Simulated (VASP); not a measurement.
AlNi: single point with PBE

AlNi:

```
CELL_PARAMETERS angstrom
2.84169 -0.01326 -0.02363
-0.01326 2.86104 -0.00013
-0.02363 -0.00013 2.91987
ATOMIC_POSITIONS crystal
Al 0.99941 0.00325 0.00329
Ni 0.50286 0.48809 0.50616
```

```yaml
Program: VASP 6.6.1
Task: single point
Functional: PBE
Potentials_or_basis: VASP PAW PBE potentials, release 64 (Al, Ni)
Cutoff: 520 eV
k_mesh: 7 × 7 × 7
Occupations: fermi-dirac, width 0.1 eV
Spin: collinear spin, ferromagnetic start
Starting_moments: "[0.0, 1.0] μB"
```

* Pressure: 3.5 GPa
* Largest force: 0.274 eV/Å
* Net moment: 0.00 μB per cell
* Valence electrons inside the program's atomic spheres: Al 0.80; Ni 9.48

Forces on the atoms (eV/Å):
```
Al   0.054 -0.263  0.056
Ni  -0.054  0.263 -0.056
```

Stress tensor (GPa, compression positive):
```
4.73 1.01 1.95
1.01 3.73 0.04
1.95 0.04 2.01
```

Levels at points of the mesh, in eV from the Fermi level:
Spin up:
```
           k point  band 4  band 5  band 6  band 7  band 8  band 9  band 10  band 11
(0.00, 0.00, 0.00)   -1.71   -1.68   -1.61    4.84    5.56    5.83     7.90     8.13
```
Spin down:
```tsv
k point	band 5	band 6	band 7	band 8	band 9	band 10
(0.00, 0.00, 0.00)	-1.68	-1.61	4.84	5.56	5.83	7.90
```

It took 37 s on 1 thread of Intel(R) Xeon(R) 6975P-C (Granite Rapids) (shared host), peak memory 0.23 GiB.

Caveat: the cell stands under pressure.
